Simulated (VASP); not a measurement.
# N in VASP: notebook

The runs below take N through single point, with PBE.

All numbers are computed with VASP 6.6.1; they aren't measurements. Logs are shortened: lines on timing, memory, paths and dates and some standing lists are left out, and cuts for length are marked.

## 1. The cell of the first run

The cell holds an amorphous packing of atoms, 12 atoms: a = 6.791 Å, b = 6.791 Å, c = 6.791 Å, α = 90.00°, β = 90.00°, γ = 90.00°.

## 2. Single point, PBE

INCAR reads:

```
SYSTEM = N
PREC = Accurate ; ENCUT = 520
EDIFF = 1E-6 ; ISMEAR = -1
SIGMA = 0.02 ; LREAL = .FALSE.
LASPH = .TRUE. ; NELM = 100
ALGO = Normal ; ISIF = 2
LWAVE = .FALSE. ; LCHARG = .FALSE.
GGA = PE ; NBANDS = 42
```

KPOINTS reads:

```
regular mesh
0
G
  1 1 1
  0 0 0
```

POSCAR reads:

```
N
1.0
    6.7911070000      0.0000000000      0.0000000000
    0.0000000000      6.7911070000      0.0000000000
    0.0000000000      0.0000000000      6.7911070000
N
12
Direct
    0.5017296885      0.9666170773      0.6549889436
    0.6502916240      0.9729488874      0.5944538939
    0.3562600324      0.1823708565      0.3487060357
    0.2176375663      0.2594716885      0.3089039828
    0.7362864405      0.4026294977      0.8865712173
    0.6032742526      0.4310342923      0.7973810455
    0.3559949799      0.7211489968      0.1004401786
    0.4774626581      0.6805812366      0.2013957371
    0.1449837265      0.7225626102      0.6424872999
    0.0667048833      0.6026852470      0.5706286177
    0.9035198532      0.9415401642      1.0734037912
    0.9145784332      0.9981141513      0.9297158770
```

Potentials or basis: VASP PAW PBE potentials, release 64 (N).

Command:

```console
> cat potpaw_PBE.64/N/POTCAR > POTCAR
> mpirun -np 1 vasp_gam > vasp.out
```

OUTCAR:

```text
SYSTEM = N
   PREC = Accurate
   ENCUT = 520
   EDIFF = 1E-6
   ISMEAR = -1
   LREAL = .FALSE.
   LASPH = .TRUE.
   NELM = 100
   ISIF = 2
   GGA = PE

 ion  position               nearest neighbor table
   1  0.502  0.967  0.655-   2 1.09
   2  0.650  0.973  0.594-   1 1.09
   3  0.356  0.182  0.349-   4 1.11
   4  0.218  0.259  0.309-   3 1.11
   5  0.736  0.403  0.887-   6 1.10
   6  0.603  0.431  0.797-   5 1.10
   7  0.356  0.721  0.100-   8 1.11
   8  0.477  0.681  0.201-   7 1.11
   9  0.145  0.723  0.642-  10 1.09
  10  0.067  0.603  0.571-   9 1.09
  11  0.904  0.942  0.073-  12 1.05
  12  0.915  0.998  0.930-  11 1.05

  LATTYP: Found a simple cubic cell.
 ALAT       =     6.7911070000

  Lattice vectors:

 A1 = (   6.7911070000,   0.0000000000,   0.0000000000)
 A2 = (   0.0000000000,   6.7911070000,   0.0000000000)
 A3 = (   0.0000000000,   0.0000000000,   6.7911070000)

Analysis of symmetry for initial positions (statically):
=====================================================================
 Subroutine PRICEL returns:
 Original cell was already a primitive cell.

 Routine SETGRP: Setting up the symmetry group for a
 simple cubic supercell.

 Subroutine GETGRP returns: Found  1 space group operations
 (whereof  1 operations were pure point group operations)
 out of a pool of 48 trial point group operations.

The static configuration has the point symmetry C_1 .

Analysis of symmetry for dynamics (positions and initial velocities):
=====================================================================
 Subroutine PRICEL returns:
 Original cell was already a primitive cell.

 Routine SETGRP: Setting up the symmetry group for a
 simple cubic supercell.

 Subroutine GETGRP returns: Found  1 space group operations
 (whereof  1 operations were pure point group operations)
 out of a pool of 48 trial point group operations.

The dynamic configuration has the point symmetry C_1 .

 Subroutine INISYM returns: Found  1 space group operations
 (whereof  1 operations are pure point group operations),
 and found     1 'primitive' translations

----------------------------------------------------------------------------------------

                                     Primitive cell

  volume of cell :     313.2000

  direct lattice vectors                    reciprocal lattice vectors
     6.791107000  0.000000000  0.000000000     0.147251398  0.000000000  0.000000000
     0.000000000  6.791107000  0.000000000     0.000000000  0.147251398  0.000000000
     0.000000000  0.000000000  6.791107000     0.000000000  0.000000000  0.147251398

  length of vectors
     6.791107000  6.791107000  6.791107000     0.147251398  0.147251398  0.147251398

  position of ions in fractional coordinates (direct lattice)
     0.501729688  0.966617077  0.654988944
     0.650291624  0.972948887  0.594453894
     0.356260032  0.182370857  0.348706036
     0.217637566  0.259471688  0.308903983
     0.736286441  0.402629498  0.886571217
     0.603274253  0.431034292  0.797381046
     0.355994980  0.721148997  0.100440179
     0.477462658  0.680581237  0.201395737
     0.144983727  0.722562610  0.642487300
     0.066704883  0.602685247  0.570628618
     0.903519853  0.941540164  0.073403791
     0.914578433  0.998114151  0.929715877

  ion indices of the primitive-cell ions
   primitive index   ion index
                 1           1
                 2           2
                 3           3
                 4           4
                 5           5
                 6           6
                 7           7
                 8           8
                 9           9
                10          10
                11          11
                12          12

----------------------------------------------------------------------------------------

 KPOINTS: regular mesh

Automatic generation of k-mesh.
 Grid dimensions read from file:
 generate k-points for:    1    1    1

 Generating k-lattice:

  Cartesian coordinates                     Fractional coordinates (reciprocal lattice)
     0.147251398  0.000000000  0.000000000     1.000000000  0.000000000  0.000000000
     0.000000000  0.147251398  0.000000000     0.000000000  1.000000000  0.000000000
     0.000000000  0.000000000  0.147251398     0.000000000  0.000000000  1.000000000

  Length of vectors
     0.147251398  0.147251398  0.147251398

  Shift w.r.t. Gamma in fractional coordinates (k-lattice)
     0.000000000  0.000000000  0.000000000

 Subroutine IBZKPT returns following result:
 ===========================================

 Found      1 irreducible k-points:

 Following reciprocal coordinates:
            Coordinates               Weight
  0.000000  0.000000  0.000000      1.000000
   k-points           NKPTS =      1   k-points in BZ     NKDIM =      1   number of bands    NBANDS=     42
   number of dos      NEDOS =    301   number of ions     NIONS =     12
   total plane-waves  NPLWV = 157464
   dimension x,y,z NGX =    54 NGY =   54 NGZ =   54
   dimension x,y,z NGXF=   108 NGYF=  108 NGZF=  108
   ions per type =              12
   NGX,Y,Z   is equivalent  to a cutoff of  13.22, 13.22, 13.22 a.u.
   NGXF,Y,Z  is equivalent  to a cutoff of  26.44, 26.44, 26.44 a.u.
 SYSTEM =  N
   PREC   = accura    normal or accurate (medium, high low for compatibility)
   ISTART =      0    job   : 0-new  1-cont  2-samecut
   ICHARG =      2    charge: 1-file 2-atom 10-const
   ISPIN  =      1    spin polarized calculation?
   LNONCOLLINEAR =      F non collinear calculations
   LSORBIT =      F    spin-orbit coupling
   LASPH  =      T    aspherical Exc in radial PAW
   ENCUT  =  520.0 eV  38.22 Ry    6.18 a.u.  12.63 12.63 12.63*2*pi/ulx,y,z
   NELM   =    100;   NELMIN=  2; NELMDL= -5     # of ELM steps
   EDIFF  = 0.1E-05   stopping-criterion for ELM
   LREAL  =      F    real-space projection
   EDIFFG = 0.1E-04   stopping-criterion for IOM
   NSW    =      0    number of steps for IOM
   IBRION =     -1    ionic relax: 0-MD 1-quasi-New 2-CG
   NFREE  =      0    steps in history (QN), initial steepest desc. (CG)
   ISIF   =      2    stress and relaxation
   ISYM   =      2    0-nonsym 1-usesym 2-fastsym
   POTIM  = 0.5000    time-step for ionic-motion
   TEBEG  =    0.0;   TEEND  =   0.0 temperature during run
   PSTRESS=    0.0 pullay stress
   NELECT =      60.0000    total number of electrons
   NUPDOWN=      -1.0000    fix difference up-down
   EMIN   =  10.00;   EMAX   =-10.00  energy-range for DOS
   EFERMI =   0.00;   METHOD = LEGACY
   ISMEAR =    -1;   SIGMA  =   0.02  broadening in eV -4-tet -1-fermi 0-gaus
   EFERMI_NEDOS =   21; number of points for ismear=-14 and -15
   IALGO  =     38    algorithm
   IMIX   =      4    mixing-type and parameters
     AMIX     =   0.40;   BMIX     =  1.00
     AMIX_MAG =   1.60;   BMIX_MAG =  1.00
  volume/ion in A,a.u.               =      26.10       176.13
  Fermi-wavevector in a.u.,A,eV,Ry     =   0.943738  1.783406 12.117906  0.890641
  Thomas-Fermi vector in A             =   2.071474
   LORBIT       =      0    0 simple, 1 ext, 2 COOP (PROOUT), +10 PAW based schemes
   GGA     = PE    functional components
   LHFCALC =     F    Hartree Fock is set to
   AEXX    =    0.0000 exact exchange contribution
   IVDW    =     0    specifies the selected vdW correction
   LEPSILON=     F    determine dielectric tensor
   LRPA    =     F    only Hartree local field effects (RPA)
 non-spin polarized calculation
  energy-cutoff  :      520.00
  volume of cell :      313.20
 maximum number of plane-waves:      4193
 NGX is ok and might be reduce to    50
   NGX = 25   NGY = 25   NGZ = 25

 number of electron      59.9999997 magnetization

 Free energy of the ion-electron system (eV)
  ---------------------------------------------------
  ext. energy  EPLUGINS =         0.00000000
  ---------------------------------------------------
  free energy    TOTEN  =       -99.23627211 eV

  energy without entropy =      -99.23627211  energy(sigma->0) =      -99.23627211

 E-fermi :  -6.2192     XC(G=0):  -5.8425

 val. band max:       -6.7371646296   @ k =   0.0000   0.0000   0.0000
 cond. band min:       0.4839108546   @ k =   0.0000   0.0000   0.0000
 fundamental gap:      7.2210754842
 Fermi energy:        -6.2191632933

 k-point     1 :       0.0000    0.0000    0.0000
  band No.  band energies     occupation
      1     -26.1287      2.00000
      2     -25.4917      2.00000
      3     -25.4622      2.00000
      4     -25.4188      2.00000
      5     -25.4077      2.00000
      6     -25.2614      2.00000
      7     -10.7824      2.00000
      8     -10.6980      2.00000
      9     -10.6202      2.00000
     10     -10.3795      2.00000
     11     -10.2572      2.00000
     12      -9.9984      2.00000
     13      -9.1832      2.00000
     14      -9.1468      2.00000
     15      -8.9715      2.00000
     16      -8.8930      2.00000
     17      -8.7975      2.00000
     18      -8.7595      2.00000
     19      -8.7370      2.00000
     20      -8.6180      2.00000
     21      -8.5161      2.00000
     22      -8.4266      2.00000
     23      -8.4185      2.00000
     24      -8.3781      2.00000
     25      -7.8714      2.00000
     26      -7.2355      2.00000
     27      -7.1833      2.00000
     28      -6.9804      2.00000
     29      -6.9330      2.00000
     30      -6.7372      2.00000
     31       0.4839      0.00000
     32       0.5303      0.00000
     33       0.7195      0.00000
     34       0.7815      0.00000
     35       0.8305      0.00000
     36       0.9593      0.00000
     37       1.1808      0.00000
     38       1.2324      0.00000
     39       1.4400      0.00000
     40       1.5498      0.00000
     41       1.9035      0.00000
     42       1.9479      0.00000

------------------------ aborting loop because EDIFF is reached ----------------------------------------

  FORCE on cell =-STRESS in cart. coord.  units (eV):
  Direction    XX          YY          ZZ          XY          YZ          ZX
  --------------------------------------------------------------------------------------
  -------------------------------------------------------------------------------------
  Total        7.4862424      5.5897069     14.2219359      1.3286748     -3.1194795      0.4113675
  in kB       38.2959411     28.5941964     72.7524425      6.7968479    -15.9577258      2.1043540
  external PRESSURE =      46.5475267 kB  Pullay stress =       0.0000000 kB

 VOLUME and BASIS-vectors are now :
 -----------------------------------------------------------------------------
  energy-cutoff  :      520.00
  volume of cell :      313.20
      direct lattice vectors                 reciprocal lattice vectors
     6.791107000  0.000000000  0.000000000     0.147251398  0.000000000  0.000000000
     0.000000000  6.791107000  0.000000000     0.000000000  0.147251398  0.000000000
     0.000000000  0.000000000  6.791107000     0.000000000  0.000000000  0.147251398

 POSITION                                       TOTAL-FORCE (eV/Angst)
 -----------------------------------------------------------------------------------
      3.40730      6.56440      4.44810        -3.245766     -0.169640      1.618990
      4.41620      6.60740      4.03700         3.474639      0.003570     -1.468125
      2.41940      1.23850      2.36810         0.180724      0.010923     -0.202371
      1.47800      1.76210      2.09780        -0.368389      0.147414     -0.117191
      5.00020      2.73430      6.02080         1.076798     -0.152880      0.717367
      4.09690      2.92720      5.41510        -1.064238      0.221488     -0.761372
      2.41760      4.89740      0.68210        -0.668074      0.255330     -0.515888
      3.24250      4.62190      1.36770         0.646528     -0.201986      0.569043
      0.98460      4.90700      4.36320         1.969973      3.081494      1.871343
      0.45300      4.09290      3.87520        -2.108928     -3.164654     -1.891080
      6.13590      6.39410      0.49849        -0.845906     -4.364317     11.034408
      6.21100      6.77830      6.31380         0.952639      4.333258    -10.855124
 -----------------------------------------------------------------------------------
    total drift:                               -0.002321      0.000488      0.001219

  FREE ENERGIE OF THE ION-ELECTRON SYSTEM (eV)
  ---------------------------------------------------
  free  energy   TOTEN  =       -99.2362721074 eV

  energy  without entropy=      -99.2362721074  energy(sigma->0) =      -99.23627211
```

Wall time 16 s (1 thread of Intel Xeon 6975P-C (Granite Rapids), shared host); peak memory 0.33 GiB.

Results:

| Quantity | Value |
| --- | --- |
| Free energy | -99.2363 eV |
| Pressure | 4.7 GPa |
| Largest force | 11.896 eV/Å |
| Band gap on the k mesh | 7.22 eV |

Forces on the atoms (eV/Å):
```
N    -3.246  -0.170   1.619
N     3.475   0.004  -1.468
N     0.181   0.011  -0.202
N    -0.368   0.147  -0.117
N     1.077  -0.153   0.717
N    -1.064   0.221  -0.761
N    -0.668   0.255  -0.516
N     0.647  -0.202   0.569
N     1.970   3.081   1.871
N    -2.109  -3.165  -1.891
N    -0.846  -4.364  11.034
N     0.953   4.333 -10.855
```

Stress tensor (GPa, compression positive):
```
 3.83  0.68  0.21
 0.68  2.86 -1.60
 0.21 -1.60  7.28
```

Caveat: the k points lie up to 0.93 Å⁻¹ apart; the standard files for N, O and F lose accuracy on very short bonds.

## 3. Single point, PBE

INCAR reads:

```
PREC = Accurate
ENCUT = 520
EDIFF = 1E-7
ISMEAR = -1
SIGMA = 0.02
LREAL = False
LASPH = True
NELM = 100
ALGO = Normal
ISIF = 2
LWAVE = False
LCHARG = False
GGA = PE
NBANDS = 42
```

KPOINTS reads:

```
regular mesh
0
Gamma
  1 1 1
```

POSCAR reads:

```
N
1.0
    6.7911070000      0.0000000000      0.0000000000
    0.0000000000      6.7911070000      0.0000000000
    0.0000000000      0.0000000000      6.7911070000
N
12
Direct
    0.5597172891      1.0285362902      0.6804045349
    0.6707890186      0.9399645743      0.5953079520
    0.2871255010      0.1038564110      0.3852685578
    0.3076817962      0.2629909969      0.3601916447
    0.7143754325      0.4070323145      0.8593149836
    0.5899480011      0.4681121944      0.7648532117
    0.4153372933      0.7560475781      0.1134277519
    0.5208281949      0.6721437315      0.2062403081
    0.1624182920      0.7244032527      0.6591561582
    0.1289185990      0.5915088659      0.5741332010
    0.8385230861      1.0132810453      1.1189928240
    0.9558235498      1.0291841963      1.0076413168
```

Potentials or basis: VASP PAW PBE potentials, release 64 (N).

Command:

```console
> cat potpaw_PBE.64/N/POTCAR > POTCAR
> mpirun -np 1 vasp_gam > vasp.out
```

It took 22 s on 1 thread of Intel Xeon 6975P-C (Granite Rapids), shared host; peak memory 0.37 GiB.

It converged, with:

```
Free energy            : -99.6156 eV
Pressure               : 0.7 GPa
Largest force          : 3.649 eV/Å
Band gap on the k mesh : 6.97 eV
```

Forces on the atoms (eV/Å):
```
N    1.215 -1.065 -0.782
N   -1.052  0.832  0.883
N   -0.383 -1.438  0.131
N    0.250  1.476 -0.389
N   -2.652  1.430 -2.059
N    2.734 -1.279  2.025
N   -0.205  0.111 -0.119
N    0.145 -0.135  0.177
N    0.606  2.348  1.538
N   -0.741 -2.278 -1.457
N   -1.012 -0.131  1.029
N    1.095  0.129 -0.977
```

Stress tensor (GPa, compression positive):
```
-0.55  1.18 -0.57
 1.18  2.20  0.78
-0.57  0.78  0.54
```

Levels at points of the mesh, in eV from the valence-band top:
```
           k point  band 28  band 29  band 30  band 31  band 32  band 33
(0.00, 0.00, 0.00)    -0.25    -0.22     0.00     6.97     7.07     7.35
```

Caveat: the k points lie up to 0.93 Å⁻¹ apart; the standard files for N, O and F lose accuracy on very short bonds.

(Continued in part 2 of 2.)
